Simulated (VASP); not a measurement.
# Cr (Im-3m) in VASP: a series of runs, part 2 of 2

VASP 6.6.1. Earlier steps stand in the parts before.

## (3) Relaxation of cell and atoms, PBEsol

INCAR reads:

```
ALGO = Fast
EDIFF = 1E-6
EDIFFG = -0.005
ENCUT = 600
GGA = PS
IBRION = 2
ISIF = 3
ISMEAR = 0
LASPH = True
LCHARG = False
LREAL = False
LWAVE = False
NELM = 80
NSW = 100
PREC = Accurate
SIGMA = 0.1
```

KPOINTS reads:

```
k-points
0
Gamma
  20 20 20
```

POSCAR reads:

```
Cr
1.0
   -1.4076736667      1.4076736667      1.4076736667
    1.4076736667     -1.4076736667      1.4076736667
    1.4076736667      1.4076736667     -1.4076736667
Cr
1
Direct
    0.0000000000      0.0000000000      0.0000000000
```

Potentials or basis: VASP PAW PBE potentials, release 64 (Cr_pv).

Command:

```bash
$ cat potpaw_PBE.64/Cr_pv/POTCAR > POTCAR
$ mpirun -np 1 vasp_std > vasp.out
```

OUTCAR:

```text
EDIFF = 1E-6
   EDIFFG = -0.005
   ENCUT = 600
   GGA = PS
   IBRION = 2
   ISIF = 3
   ISMEAR = 0
   LASPH = True
   LREAL = False
   NELM = 80
   NSW = 100
   PREC = Accurate

 ion  position               nearest neighbor table
   1  0.000  0.000  0.000-

  LATTYP: Found a body centered cubic cell.
 ALAT       =     2.8153473334

  Lattice vectors:

 A1 = (  -1.4076736667,   1.4076736667,   1.4076736667)
 A2 = (   1.4076736667,  -1.4076736667,   1.4076736667)
 A3 = (   1.4076736667,   1.4076736667,  -1.4076736667)

Analysis of symmetry for initial positions (statically):
=====================================================================
 Subroutine PRICEL returns:
 Original cell was already a primitive cell.

 Routine SETGRP: Setting up the symmetry group for a
 body centered cubic supercell.

 Subroutine GETGRP returns: Found 48 space group operations
 (whereof 48 operations were pure point group operations)
 out of a pool of 48 trial point group operations.

The static configuration has the point symmetry O_h .

Analysis of symmetry for dynamics (positions and initial velocities):
=====================================================================
 Subroutine PRICEL returns:
 Original cell was already a primitive cell.

 Routine SETGRP: Setting up the symmetry group for a
 body centered cubic supercell.

 Subroutine GETGRP returns: Found 48 space group operations
 (whereof 48 operations were pure point group operations)
 out of a pool of 48 trial point group operations.

The dynamic configuration has the point symmetry O_h .

 Subroutine INISYM returns: Found 48 space group operations
 (whereof 48 operations are pure point group operations),
 and found     1 'primitive' translations

----------------------------------------------------------------------------------------

                                     Primitive cell

  volume of cell :      11.1575

  direct lattice vectors                    reciprocal lattice vectors
    -1.407673667  1.407673667  1.407673667     0.000000000  0.355195960  0.355195960
     1.407673667 -1.407673667  1.407673667     0.355195960  0.000000000  0.355195960
     1.407673667  1.407673667 -1.407673667     0.355195960  0.355195960  0.000000000

  length of vectors
     2.438162311  2.438162311  2.438162311     0.502322945  0.502322945  0.502322945

  position of ions in fractional coordinates (direct lattice)
     0.000000000  0.000000000  0.000000000

  ion indices of the primitive-cell ions
   primitive index   ion index
                 1           1

----------------------------------------------------------------------------------------

 KPOINTS: k-points

Automatic generation of k-mesh.
 Grid dimensions read from file:
 generate k-points for:   20   20   20

 Generating k-lattice:

  Cartesian coordinates                     Fractional coordinates (reciprocal lattice)
     0.000000000  0.017759798  0.017759798     0.050000000  0.000000000  0.000000000
     0.017759798  0.000000000  0.017759798     0.000000000  0.050000000  0.000000000
     0.017759798  0.017759798  0.000000000     0.000000000  0.000000000  0.050000000

[... 46 lines left out ...]
 SYSTEM =  unknown system
   PREC   = accura    normal or accurate (medium, high low for compatibility)
   ISTART =      0    job   : 0-new  1-cont  2-samecut
   ICHARG =      2    charge: 1-file 2-atom 10-const
   ISPIN  =      1    spin polarized calculation?
   LNONCOLLINEAR =      F non collinear calculations
   LSORBIT =      F    spin-orbit coupling
   LASPH  =      T    aspherical Exc in radial PAW
   ENCUT  =  600.0 eV  44.10 Ry    6.64 a.u.   4.87  4.87  4.87*2*pi/ulx,y,z
   NELM   =     80;   NELMIN=  2; NELMDL= -5     # of ELM steps
   EDIFF  = 0.1E-05   stopping-criterion for ELM
   LREAL  =      F    real-space projection
   EDIFFG = -.5E-02   stopping-criterion for IOM
   NSW    =    100    number of steps for IOM
   IBRION =      2    ionic relax: 0-MD 1-quasi-New 2-CG
   NFREE  =      1    steps in history (QN), initial steepest desc. (CG)
   ISIF   =      3    stress and relaxation
   ISYM   =      2    0-nonsym 1-usesym 2-fastsym
   POTIM  = 0.5000    time-step for ionic-motion
   TEBEG  =    0.0;   TEEND  =   0.0 temperature during run
   PSTRESS=    0.0 pullay stress
   NELECT =      12.0000    total number of electrons
   NUPDOWN=      -1.0000    fix difference up-down
   EMIN   =  10.00;   EMAX   =-10.00  energy-range for DOS
   EFERMI =   0.00;   METHOD = LEGACY
   ISMEAR =     0;   SIGMA  =   0.10  broadening in eV -4-tet -1-fermi 0-gaus
   EFERMI_NEDOS =   21; number of points for ismear=-14 and -15
   IALGO  =     68    algorithm
   IMIX   =      4    mixing-type and parameters
     AMIX     =   0.40;   BMIX     =  1.00
     AMIX_MAG =   1.60;   BMIX_MAG =  1.00
  volume/ion in A,a.u.               =      11.16        75.29
  Fermi-wavevector in a.u.,A,eV,Ry     =   1.677310  3.169656 38.278194  2.813368
  Thomas-Fermi vector in A             =   2.761598
   LORBIT       =      0    0 simple, 1 ext, 2 COOP (PROOUT), +10 PAW based schemes
   GGA     = PS    functional components
   LHFCALC =     F    Hartree Fock is set to
   AEXX    =    0.0000 exact exchange contribution
   IVDW    =     0    specifies the selected vdW correction
   LEPSILON=     F    determine dielectric tensor
   LRPA    =     F    only Hartree local field effects (RPA)
 conjugate gradient relaxation of ions
 non-spin polarized calculation
 RMM-DIIS sequential band-by-band and
 Gauss-broadening in eV      SIGMA  =   0.10
  energy-cutoff  :      600.00
  volume of cell :       11.16
 maximum number of plane-waves:       386
   NGX =  9   NGY =  9   NGZ =  9

--------------------------------------- Ionic step        1  -------------------------------------------

 number of electron      12.0000007 magnetization

 Free energy of the ion-electron system (eV)
  ---------------------------------------------------
  ext. energy  EPLUGINS =         0.00000000
  ---------------------------------------------------
  free energy    TOTEN  =       -10.24539153 eV

  energy without entropy =      -10.24213095  energy(sigma->0) =      -10.24376124

------------------------ aborting loop because EDIFF is reached ----------------------------------------

  FORCE on cell =-STRESS in cart. coord.  units (eV):
  Direction    XX          YY          ZZ          XY          YZ          ZX
  --------------------------------------------------------------------------------------
  -------------------------------------------------------------------------------------
  Total       -0.0722200     -0.0722200     -0.0722200      0.0000000      0.0000000      0.0000000
  in kB      -10.3705544    -10.3705544    -10.3705544      0.0000000      0.0000000      0.0000000
  external PRESSURE =     -10.3705544 kB  Pullay stress =       0.0000000 kB
[... 127 lines left out ...]
--------------------------------------- Ionic step        5  -------------------------------------------

 number of electron      12.0000008 magnetization

 Free energy of the ion-electron system (eV)
  ---------------------------------------------------
  ext. energy  EPLUGINS =         0.00000000
  ---------------------------------------------------
  free energy    TOTEN  =       -10.24550972 eV

  energy without entropy =      -10.24226531  energy(sigma->0) =      -10.24388751

 E-fermi :  11.3960     XC(G=0): -14.0600

 val. band max:       11.3919747692   @ k =   0.1000   0.0500   0.0500
 cond. band min:      11.4147366484   @ k =   0.4500   0.1000   0.0000
 fundamental gap:      0.0227618793
 Fermi energy:        11.3960324126

 k-point     1 :       0.0000    0.0000    0.0000
  band No.  band energies     occupation
      1     -31.1480      2.00000
      2     -31.1480      2.00000
      3     -31.1480      2.00000
      4       3.3588      2.00000
      5      10.4185      2.00000
      6      10.4185      2.00000
      7      10.4185      2.00000
      8      12.5488      0.00000
      9      12.5488      0.00000
     10      18.4880      0.00000
[... 287 lines left out ...]
 k-point    24 :       0.2500    0.1000    0.0000
  band No.  band energies     occupation
      1     -31.8550      2.00000
      2     -31.3746      2.00000
      3     -31.1883      2.00000
      4       6.5987      2.00000
      5       9.3049      2.00000
      6       9.8739      2.00000
      7      12.1643      0.00000
      8      12.8557      0.00000
      9      13.2461      0.00000
     10      18.4875      0.00000

 [... further k-points ...]

------------------------ aborting loop because EDIFF is reached ----------------------------------------

  FORCE on cell =-STRESS in cart. coord.  units (eV):
  Direction    XX          YY          ZZ          XY          YZ          ZX
  --------------------------------------------------------------------------------------
  -------------------------------------------------------------------------------------
  Total       -0.0013053     -0.0013053     -0.0013053     -0.0000000     -0.0000000      0.0000000
  in kB       -0.1881177     -0.1881177     -0.1881177     -0.0000000     -0.0000000      0.0000000
  external PRESSURE =      -0.1881177 kB  Pullay stress =       0.0000000 kB
[... 16 lines left out ...]
  FREE ENERGIE OF THE ION-ELECTRON SYSTEM (eV)
  ---------------------------------------------------
  free  energy   TOTEN  =       -10.2455097206 eV

  energy  without entropy=      -10.2422653078  energy(sigma->0) =      -10.24388751

 reached required accuracy - stopping structural energy minimisation
```

It took 33 s on 1 thread of Intel Xeon 6975P-C (Granite Rapids), shared host; peak memory 0.16 GiB.

What came out:

* Free energy: -10.2455 eV
* Relaxed volume: 11.12 Å³/atom
* Relaxed cell: a = 2.435 Å, b = 2.435 Å, c = 2.435 Å, α = 109.47°, β = 109.47°, γ = 109.47°
* Space group after relaxing (to 0.05 Å): Im-3m (No. 229)
* Energy gained by relaxing: 0.1 meV/atom
* Ionic steps: 5
* Pressure after relaxing: 0.0 GPa
* Band gap on the k mesh: zero (band 6 reaches 13.98 eV, above the bottom of band 7 at 10.42 eV)

The path:
```
step  energy change (eV)  largest force (eV/Å)  pressure (GPa)  volume (Å³)
   1              0.0000                0.0000           -1.04        11.16
   2              0.0004                0.0000            1.87        11.04
   3             -0.0001                0.0000           -0.16        11.12
   4             -0.0001                0.0000            0.14        11.11
   5             -0.0001                0.0000           -0.02        11.12
```

Final structure:
```yaml
crystal:
  lattice:
    - [-1.40598, 1.40598, 1.40598]
    - [1.40598, -1.40598, 1.40598]
    - [1.40598, 1.40598, -1.40598]
  atoms:
    - { symbol: Cr, position: [0.00000, 0.00000, 0.00000] }
```

Levels at points of the mesh, in eV from the Fermi level:
```
           k point  band 2  band 3  band 4  band 5  band 6  band 7  band 8  band 9  band 10
(0.00, 0.00, 0.00)  -42.54  -42.54   -8.04   -0.98   -0.98   -0.98    1.15    1.15     7.09
(0.50, 0.00, 0.00)  -42.87  -42.55   -4.67   -2.62    1.17    1.19    1.52    3.00     7.09
(0.50, 0.50, 0.50)  -43.26  -43.26   -4.61   -4.61    2.59    2.59    2.59    7.09    10.90
```

Caveat: the PAW data sets were made with another functional, which shifts forces and pressure a little; the run has no spin polarisation, though such a crystal can be magnetic. Spin polarisation is off, so any magnetic state and its effect on volume and gap are missing.
